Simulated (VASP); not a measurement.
# InSb (P4/mmm) in VASP: further runs

Runs on InSb. Level: PBE. Tasks: single point.

All numbers are computed with VASP 6.6.1; they aren't measurements. Logs are shortened: lines on timing, memory, paths and dates and some standing lists are left out, and cuts for length are marked.

## (1) The cell of the first run

The structure is tetragonal, space group P4/mmm (No. 123). Conventional cell: a = 3.077 Å, b = 3.077 Å, c = 6.215 Å, α = 90.00°, β = 90.00°, γ = 90.00°. Within 4.0 Å of In (site symmetry 4/mmm) lie 4 In at 3.08 Å and 2 Sb at 3.11 Å. Within 4.0 Å of Sb (site symmetry 4/mmm) lie 4 Sb at 3.08 Å and 2 In at 3.11 Å.

## (2) Single point, PBE

Contents of INCAR:

```
ALGO = Normal ; EDIFF = 1E-6
ENCUT = 520 ; GGA = PE
ISIF = 2 ; ISMEAR = 1
LASPH = True ; LCHARG = False
LREAL = False ; LWAVE = False
NBANDS = 16 ; NELM = 80
PREC = Accurate ; SIGMA = 0.2
```

Contents of KPOINTS:

```
k-points
0
Gamma
  14 14 8
```

Contents of POSCAR:

```
InSb
1.0
    3.0766560000      0.0000000000      0.0000000000
    0.0000000000      3.0766560000      0.0000000000
    0.0000000000      0.0000000000      6.2154700000
In Sb
1 1
Direct
    0.0000000000      0.0000000000      0.0000000000
    0.0000000000      0.0000000000      0.5000000000
```

Potentials or basis: VASP PAW PBE potentials, release 64 (In_d, Sb).

The run is started by

```sh
$ cat potpaw_PBE.64/In_d/POTCAR potpaw_PBE.64/Sb/POTCAR > POTCAR
$ mpirun -np 1 vasp_std > vasp.out
```

OUTCAR:

```text
EDIFF = 1E-6
   ENCUT = 520
   GGA = PE
   ISIF = 2
   ISMEAR = 1
   LASPH = True
   LREAL = False
   NELM = 80
   PREC = Accurate

 ion  position               nearest neighbor table
   1  0.000  0.000  0.000-   2 3.11   2 3.11
   2  0.000  0.000  0.500-   1 3.11   1 3.11

  LATTYP: Found a simple tetragonal cell.
 ALAT       =     3.0766560000
 C/A-ratio  =     2.0202031036

  Lattice vectors:

 A1 = (   3.0766560000,   0.0000000000,   0.0000000000)
 A2 = (   0.0000000000,   3.0766560000,   0.0000000000)
 A3 = (   0.0000000000,   0.0000000000,   6.2154700000)

Analysis of symmetry for initial positions (statically):
=====================================================================
 Subroutine PRICEL returns:
 Original cell was already a primitive cell.

 Routine SETGRP: Setting up the symmetry group for a
 simple tetragonal supercell.

 Subroutine GETGRP returns: Found 16 space group operations
 (whereof 16 operations were pure point group operations)
 out of a pool of 16 trial point group operations.

The static configuration has the point symmetry D_4h.

Analysis of symmetry for dynamics (positions and initial velocities):
=====================================================================
 Subroutine PRICEL returns:
 Original cell was already a primitive cell.

 Routine SETGRP: Setting up the symmetry group for a
 simple tetragonal supercell.

 Subroutine GETGRP returns: Found 16 space group operations
 (whereof 16 operations were pure point group operations)
 out of a pool of 16 trial point group operations.

The dynamic configuration has the point symmetry D_4h.

 Subroutine INISYM returns: Found 16 space group operations
 (whereof 16 operations are pure point group operations),
 and found     1 'primitive' translations

----------------------------------------------------------------------------------------

                                     Primitive cell

  volume of cell :      58.8345

  direct lattice vectors                    reciprocal lattice vectors
     3.076656000  0.000000000  0.000000000     0.325028212  0.000000000  0.000000000
     0.000000000  3.076656000  0.000000000     0.000000000  0.325028212  0.000000000
     0.000000000  0.000000000  6.215470000     0.000000000  0.000000000  0.160888879

  length of vectors
     3.076656000  3.076656000  6.215470000     0.325028212  0.325028212  0.160888879

[... 79 lines left out ...]
   NELM   =     80;   NELMIN=  2; NELMDL= -5     # of ELM steps
   EDIFF  = 0.1E-05   stopping-criterion for ELM
   LREAL  =      F    real-space projection
   EDIFFG = 0.1E-04   stopping-criterion for IOM
   NSW    =      0    number of steps for IOM
   IBRION =     -1    ionic relax: 0-MD 1-quasi-New 2-CG
   NFREE  =      0    steps in history (QN), initial steepest desc. (CG)
   ISIF   =      2    stress and relaxation
   ISYM   =      2    0-nonsym 1-usesym 2-fastsym
   POTIM  = 0.5000    time-step for ionic-motion
   TEBEG  =    0.0;   TEEND  =   0.0 temperature during run
   PSTRESS=    0.0 pullay stress
   NELECT =      18.0000    total number of electrons
   NUPDOWN=      -1.0000    fix difference up-down
   EMIN   =  10.00;   EMAX   =-10.00  energy-range for DOS
   EFERMI =   0.00;   METHOD = LEGACY
   ISMEAR =     1;   SIGMA  =   0.20  broadening in eV -4-tet -1-fermi 0-gaus
   EFERMI_NEDOS =   21; number of points for ismear=-14 and -15
   IALGO  =     38    algorithm
   IMIX   =      4    mixing-type and parameters
     AMIX     =   0.40;   BMIX     =  1.00
     AMIX_MAG =   1.60;   BMIX_MAG =  1.00
  volume/ion in A,a.u.               =      29.42       198.52
  Fermi-wavevector in a.u.,A,eV,Ry     =   1.103117  2.084590 16.556493  1.216868
  Thomas-Fermi vector in A             =   2.239571
   LORBIT       =      0    0 simple, 1 ext, 2 COOP (PROOUT), +10 PAW based schemes
   GGA     = PE    functional components
   LHFCALC =     F    Hartree Fock is set to
   AEXX    =    0.0000 exact exchange contribution
   IVDW    =     0    specifies the selected vdW correction
   LEPSILON=     F    determine dielectric tensor
   LRPA    =     F    only Hartree local field effects (RPA)
 non-spin polarized calculation
 Methfessel and Paxton  Order N= 1 SIGMA  =   0.20
  energy-cutoff  :      520.00
  volume of cell :       58.83
 maximum number of plane-waves:      1604
 NGX is ok and might be reduce to    24
   NGX = 11   NGY = 11   NGZ = 23

 number of electron      17.9999986 magnetization

 Free energy of the ion-electron system (eV)
  ---------------------------------------------------
  ext. energy  EPLUGINS =         0.00000000
  ---------------------------------------------------
  free energy    TOTEN  =        -6.56351778 eV

  energy without entropy =       -6.56519297  energy(sigma->0) =       -6.56407618

 E-fermi :   6.6671     XC(G=0):  -9.6546

 val. band max:        6.6650538176   @ k =   0.2143   0.1429   0.0000
 cond. band min:       6.6882460491   @ k =   0.2143   0.1429   0.1250
 fundamental gap:      0.0231922315
 Fermi energy:         6.6671467452

 k-point     1 :       0.0000    0.0000    0.0000
  band No.  band energies     occupation
      1      -8.2951      2.00000
      2      -8.0749      2.00000
      3      -7.7193      2.00000
      4      -7.7193      2.00000
      5      -7.6341      2.00000
      6      -4.8821      2.00000
[... 433 lines left out ...]
      3      -7.8818      2.00000
      4      -7.7908      2.00000
      5      -7.7408      2.00000
      6      -2.3915      2.00000
[... 8 lines left out ...]
     15      14.6217      0.00000
     16      15.5003      0.00000

 [... further k-points ...]

------------------------ aborting loop because EDIFF is reached ----------------------------------------

  FORCE on cell =-STRESS in cart. coord.  units (eV):
  Direction    XX          YY          ZZ          XY          YZ          ZX
  --------------------------------------------------------------------------------------
  -------------------------------------------------------------------------------------
  Total        0.2206958      0.2206958      0.1230883      0.0000000     -0.0000000      0.0000000
  in kB        6.0099764      6.0099764      3.3519331      0.0000000     -0.0000000      0.0000000
  external PRESSURE =       5.1239620 kB  Pullay stress =       0.0000000 kB

 VOLUME and BASIS-vectors are now :
 -----------------------------------------------------------------------------
  energy-cutoff  :      520.00
  volume of cell :       58.83
      direct lattice vectors                 reciprocal lattice vectors
     3.076656000  0.000000000  0.000000000     0.325028212  0.000000000  0.000000000
     0.000000000  3.076656000  0.000000000     0.000000000  0.325028212  0.000000000
     0.000000000  0.000000000  6.215470000     0.000000000  0.000000000  0.160888879

 POSITION                                       TOTAL-FORCE (eV/Angst)
 -----------------------------------------------------------------------------------
      0.00000      0.00000      0.00000         0.000000      0.000000      0.000000
      0.00000      0.00000      3.10773         0.000000      0.000000      0.000000
 -----------------------------------------------------------------------------------
    total drift:                                0.000000     -0.000000     -0.000000

  FREE ENERGIE OF THE ION-ELECTRON SYSTEM (eV)
  ---------------------------------------------------
  free  energy   TOTEN  =        -6.5635177806 eV

  energy  without entropy=       -6.5651929723  energy(sigma->0) =       -6.56407618
```

OSZICAR:

```text
N       E                     dE             d eps       ncg     rms          rms(c)
DAV:   1     0.108989028817E+03    0.10899E+03   -0.80459E+03  5784   0.117E+03
DAV:   2     0.654666521334E-01   -0.10892E+03   -0.10560E+03  6560   0.289E+02
DAV:   3    -0.640368645538E+01   -0.64692E+01   -0.64052E+01  7416   0.692E+01
DAV:   4    -0.657133209028E+01   -0.16765E+00   -0.16760E+00  7224   0.122E+01
DAV:   5    -0.657971901757E+01   -0.83869E-02   -0.83868E-02  8576   0.229E+00    0.298E+00
DAV:   6    -0.656344467223E+01    0.16274E-01   -0.43898E-02  7512   0.335E+00    0.166E+00
DAV:   7    -0.656320085181E+01    0.24382E-03   -0.17044E-02  7376   0.170E+00    0.293E-01
DAV:   8    -0.656340107777E+01   -0.20023E-03   -0.10713E-03  7672   0.399E-01    0.101E-01
DAV:   9    -0.656350273461E+01   -0.10166E-03   -0.17894E-04  7368   0.166E-01    0.235E-02
DAV:  10    -0.656351719937E+01   -0.14465E-04   -0.15822E-05  7216   0.351E-02    0.585E-03
DAV:  11    -0.656351778063E+01   -0.58126E-06   -0.17571E-06  7128   0.143E-02
   1 F= -.65635178E+01 E0= -.65640762E+01  d E =0.167519E-02
```

Run time: 76 s. Hardware: 1 thread of Intel Xeon 6975P-C, shared host; peak memory 0.31 GiB.

Results:

```
Free energy            : -6.5635 eV
Pressure               : 0.5 GPa
Band gap on the k mesh : zero (band 9 reaches 10.91 eV, above the bottom of band 10 at 5.05 eV)
```

Stress tensor (GPa, compression positive):
```
0.60 0.00 0.00
0.00 0.60 0.00
0.00 0.00 0.34
```

Caveat: spin-orbit coupling is left out, which moves the levels of the heavy elements.

## (3) Single point, PBE

Contents of INCAR:

```
SYSTEM = InSb
PREC = Accurate ; ENCUT = 520
EDIFF = 1E-6 ; ISMEAR = 1
SIGMA = 0.02 ; LREAL = .FALSE.
LASPH = .TRUE. ; NELM = 60
ALGO = Normal ; ISIF = 2
LWAVE = .FALSE. ; LCHARG = .FALSE.
GGA = PE ; NBANDS = 16
```

Contents of KPOINTS:

```
Automatic mesh
0
G
  14 14 8
  0 0 0
```

POSCAR is that of step 2.

Potentials or basis: VASP PAW PBE potentials, release 64 (In_d, Sb).

The run is started by

```sh
$ cat potpaw_PBE.64/In_d/POTCAR potpaw_PBE.64/Sb/POTCAR > POTCAR
$ mpirun -np 1 vasp_std > vasp.out
```

Wall time 83 s (1 thread of Intel Xeon 6975P-C, shared host); peak memory 0.31 GiB.

Results (log left out):

```
Free energy            : -6.5646 eV
Pressure               : 0.5 GPa
Band gap on the k mesh : zero (band 9 reaches 10.91 eV, above the bottom of band 10 at 5.05 eV)
```

Stress tensor (GPa, compression positive):
```
0.55 0.00 0.00
0.00 0.55 0.00
0.00 0.00 0.40
```

Levels at points of the mesh, in eV from the Fermi level:
| k point | band 6 | band 7 | band 8 | band 9 | band 10 | band 11 | band 12 | band 13 |
| --- | --- | --- | --- | --- | --- | --- | --- | --- |
| (0.00, 0.00, 0.00) | -11.55 | -6.86 | -4.56 | 4.22 | 4.22 | 5.12 | 7.78 | 8.33 |
| (0.50, 0.00, 0.00) | -8.90 | -4.99 | -3.34 | -2.24 | -1.61 | 2.97 | 6.37 | 7.74 |
| (0.50, 0.50, 0.00) | -6.07 | -2.85 | -2.85 | -0.04 | 0.60 | 0.97 | 0.97 | 2.79 |
| (0.00, 0.00, 0.50) | -11.42 | -8.10 | -0.94 | 0.18 | 4.39 | 4.39 | 7.85 | 8.07 |
| (0.50, 0.00, 0.50) | -8.85 | -4.82 | -4.72 | -2.41 | 1.64 | 3.03 | 5.75 | 6.53 |
| (0.50, 0.50, 0.50) | -6.06 | -2.64 | -2.64 | -1.58 | 0.29 | 0.29 | 3.11 | 4.62 |

Caveat: spin-orbit coupling is left out, which moves the levels of the heavy elements.

## (4) Single point, PBE

Contents of INCAR:

```
PREC = Accurate ; ENCUT = 520
EDIFF = 1E-6 ; ISMEAR = 1
SIGMA = 0.3 ; LREAL = F
LASPH = T ; NELM = 100
ALGO = Normal ; ISIF = 2
LWAVE = F ; LCHARG = F
GGA = PE ; NBANDS = 16
```

Contents of KPOINTS:

```
Automatic mesh
0
Gamma
  14 14 8
```

POSCAR is that of step 3.

The run is started by

```sh
$ cat potpaw_PBE.64/In_d/POTCAR potpaw_PBE.64/Sb/POTCAR > POTCAR
$ mpirun -np 1 vasp_std > vasp.out
```

Run time: 83 s. Hardware: 1 thread of Intel Xeon 6975P-C, shared host; peak memory 0.31 GiB.

Results (log left out):

```
Free energy            : -6.5631 eV
Pressure               : 0.5 GPa
Band gap on the k mesh : zero (band 9 reaches 10.91 eV, above the bottom of band 10 at 5.05 eV)
```

Stress tensor (GPa, compression positive):
```
0.60 0.00 0.00
0.00 0.60 0.00
0.00 0.00 0.29
```

Levels at points of the mesh, in eV from the Fermi level:
| k point | band 7 | band 8 | band 9 | band 10 | band 11 | band 12 |
| --- | --- | --- | --- | --- | --- | --- |
| (0.00, 0.00, 0.00) | -6.84 | -4.55 | 4.22 | 4.22 | 5.13 | 7.78 |
| (0.50, 0.00, 0.00) | -4.98 | -3.33 | -2.23 | -1.59 | 2.98 | 6.37 |
| (0.50, 0.50, 0.00) | -2.84 | -2.84 | -0.03 | 0.61 | 0.98 | 0.98 |
| (0.00, 0.00, 0.50) | -8.08 | -0.93 | 0.20 | 4.39 | 4.39 | 7.85 |
| (0.50, 0.00, 0.50) | -4.80 | -4.71 | -2.39 | 1.65 | 3.04 | 5.76 |
| (0.50, 0.50, 0.50) | -2.64 | -2.64 | -1.56 | 0.30 | 0.30 | 3.11 |

Caveat: spin-orbit coupling is left out, which moves the levels of the heavy elements.

## (5) The runs side by side

```tsv
smearing	gap on the mesh (eV)	pressure (GPa)
methfessel-paxton 0.2 eV	none	0.5
methfessel-paxton 0.02 eV	none	0.5
methfessel-paxton 0.3 eV	none	0.5
```

Alike in all rows: task single point; level PBE; potentials or basis VASP PAW PBE potentials, release 64 (In_d, Sb); no spin polarisation; cell as given; k mesh 14 × 14 × 8; cutoff (eV) 520.

Every run on the cell as given and a fine mesh finds a metal.

Caveats: spin-orbit coupling is left out, which moves the levels of the heavy elements.

Total energies depend on the potentials used, so only differences within one code and one set of settings carry meaning.
